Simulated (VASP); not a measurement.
Wanted: the native input for a VASP 6.6.1 run.

```yaml
Task: single point
Functional: LDA
Potentials_or_basis: VASP PAW LDA potentials, release 64 (Ta_pv)
Cutoff: 520 eV
k_mesh: 11 × 11 × 6
Occupations: methfessel-paxton, width 0.1 eV
Spin: no spin polarisation
Dipole_correction: no
Further_INCAR_settings: ALGO = Normal; EDIFF = 1e-06; NBANDS = 18
```

The structure of Ta lies in POSCAR:

```
Ta
1.0
    2.9385391664      0.0000000000      0.0000000000
   -1.4692695832      2.5448497379      0.0000000000
    0.0000000000      0.0000000000      5.2342590858
Ta
2
Direct
    0.6666666667      0.3333333333      0.7500000000
    0.3333333333      0.6666666667      0.2500000000
```

These files were run (other wordings do the same):

INCAR

```
SYSTEM = Ta
PREC = Accurate
ENCUT = 520
EDIFF = 1E-6
ISMEAR = 1
SIGMA = 0.1
LREAL = .False.
LASPH = .True.
NELM = 60
ALGO = Normal
ISIF = 2
LWAVE = .False.
LCHARG = .False.
NBANDS = 18
```

KPOINTS

```
Automatic mesh
0
Gamma
  11 11 6
  0 0 0
```

Potentials or basis: VASP PAW LDA potentials, release 64 (Ta_pv).

Command:

```sh
$ cat potpaw_LDA.64/Ta_pv/POTCAR > POTCAR
$ mpirun -np 1 vasp_std > vasp.out
```

Results of the run:

| Quantity | Value |
| --- | --- |
| Pressure | -17.4 GPa |
| Band gap on the k mesh | zero (band 11 reaches 6.48 eV, above the bottom of band 12 at 4.43 eV) |

Caveat: spin-orbit coupling is left out, which moves the levels of the heavy elements.

Wall time 32 s on 1 thread of AMD EPYC 7R13 Processor (Zen 3), with other jobs on the host, peak memory 0.13 GiB.
